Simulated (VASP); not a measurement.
Wanted: the native input for a VASP 6.6.1 run.

```
Task                   : relaxation of shape and atoms at fixed volume
Functional             : PBE
Potentials or basis    : VASP PAW PBE potentials, release 64 (Mg, H)
Cutoff                 : 600 eV
k mesh                 : 8 × 8 × 8
Occupations            : gaussian, width 0.02 eV
Spin                   : no spin polarisation
Dipole correction      : no
Further INCAR settings : ALGO = Normal; EDIFF = 1e-06; IBRION = 2; EDIFFG = -0.01; NSW = 50; ISIF = 4
```

The structure of MgH2 lies in POSCAR:

```
MgH2
1.0
   -1.8325026352      1.8325026352      4.4965142967
    1.8325026352     -1.8325026352      4.4965142967
    1.8325026352      1.8325026352     -4.4965142967
Mg H
2 4
Direct
    0.0000000000      0.0000000000      0.0000000000
    0.7500000000      0.2500000000      0.5000000000
    0.7863046249      0.7863046249      0.0000000000
    0.9636953751      0.4636953751      0.5000000000
    0.5363046249      0.0363046249      0.5000000000
    0.2136953751      0.2136953751      0.0000000000
```

This cell differs from its parent crystal: volume scaled by 0.88.

The input as run:

INCAR

```
SYSTEM = MgH2
PREC = Accurate
ENCUT = 600
EDIFF = 1E-6
ISMEAR = 0
SIGMA = 0.02
LREAL = .FALSE.
LASPH = .TRUE.
NELM = 80
ALGO = Normal
ISIF = 4
LWAVE = .FALSE.
LCHARG = .FALSE.
GGA = PE
IBRION = 2
NSW = 50
EDIFFG = -0.01
```

KPOINTS

```
Automatic mesh
0
G
  8 8 8
  0 0 0
```

Potentials or basis: VASP PAW PBE potentials, release 64 (Mg, H).

The run is started by

```console
$ cat potpaw_PBE.64/Mg/POTCAR potpaw_PBE.64/H/POTCAR > POTCAR
$ mpirun -np 1 vasp_std > vasp.out
```

Results of the run:

```
Energy gained by relaxing    : 0.2 meV/atom
Ionic steps                  : 5
Pressure after relaxing      : 6.6 GPa
Largest force after relaxing : 0.003 eV/Å
Band gap on the k mesh       : 3.67 eV, indirect (least direct gap 4.76 eV)
```

It took 2.1 min on 1 thread of Intel(R) Xeon(R) Platinum 8488C (Sapphire Rapids) (shared host), peak memory 0.27 GiB.
